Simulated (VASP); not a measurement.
# AlN: single point with revPBE+D4

The system is AlN.

```
Al N
1.0
     0.00000    2.15448    2.15448
     2.15448    0.00000    2.15448
     2.15448    2.15448    0.00000
Al N
1 1
Direct
  0.00000 0.00000 0.00000
  0.25000 0.25000 0.25000
```

- Program: VASP 6.6.1
- Task: single point
- Functional: revPBE
- Dispersion: D4
- Potentials or basis: VASP PAW PBE potentials, release 64 (Al, N)
- Cutoff: 600 eV
- k mesh: 10 × 10 × 10
- Occupations: fermi-dirac, width 0.05 eV
- Spin: no spin polarisation

```
Pressure                   : 5.4 GPa
Band gap on the k mesh     : 3.37 eV, indirect (least direct gap 4.59 eV)
Dispersion energy per atom : -0.614 eV
```

Levels at points of the mesh, in eV from the valence-band top:
```tsv
k point	band 1	band 2	band 3	band 4	band 5	band 6	band 7	band 8
(0.00, 0.00, 0.00)	-15.25	0.00	0.00	0.00	4.59	13.06	13.06	13.06
(0.50, 0.00, 0.00)	-13.10	-6.00	-0.48	-0.48	7.82	10.19	11.46	11.46
(0.50, 0.50, 0.00)	-12.43	-5.00	-1.81	-1.81	3.37	8.94	14.63	16.34
```

Run time: 6.8 s on 1 thread of Intel(R) Xeon(R) Platinum 8488C (Sapphire Rapids) (shared host), peak memory 0.14 GiB.

Caveat: the PAW data sets were made with another functional, which shifts forces and pressure a little. A k mesh can miss the band edges.
